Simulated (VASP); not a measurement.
S, 4 atoms in the cell. Symmetry: P6_3/mmc, No. 194, hexagonal system. Conventional cell: a = 4.016 Å, b = 4.016 Å, c = 6.656 Å, α = 90.00°, β = 90.00°, γ = 120.00°. S (site symmetry -6m2) has 3 S at 2.32 Å within 3.1 Å. Within 3.1 Å of S (site symmetry -6m2) lie 3 S at 2.32 Å. 

- Program: VASP 6.6.1
- Task: single point
- Functional: r2SCAN
- Potentials or basis: VASP PAW PBE potentials, release 64 (S)
- Cutoff: 520 eV
- k mesh: 6 × 6 × 4
- Occupations: gaussian, width 0.1 eV
- Spin: no spin polarisation
- Dipole correction: no
- Further INCAR settings: ALGO = Normal; EDIFF = 1e-07; NBANDS = 20

Potentials or basis: VASP PAW PBE potentials, release 64 (S).

Launch:

```bash
$ cat potpaw_PBE.64/S/POTCAR > POTCAR
$ cp INCAR.step1 INCAR
$ mpirun -np 1 vasp_std > vasp.out
$ cp INCAR.step2 INCAR
$ mpirun -np 1 vasp_std > vasp.out
```

Hardware: 1 thread of Intel(R) Xeon(R) Platinum 8375C CPU @ 2.90GHz (Ice Lake) (shared host).

Estimate the wall time of this run.

It took 2.5 min on 1 thread of Intel(R) Xeon(R) Platinum 8375C CPU @ 2.90GHz (Ice Lake) (shared host), peak memory 0.2 GiB. Counts: k points 21.
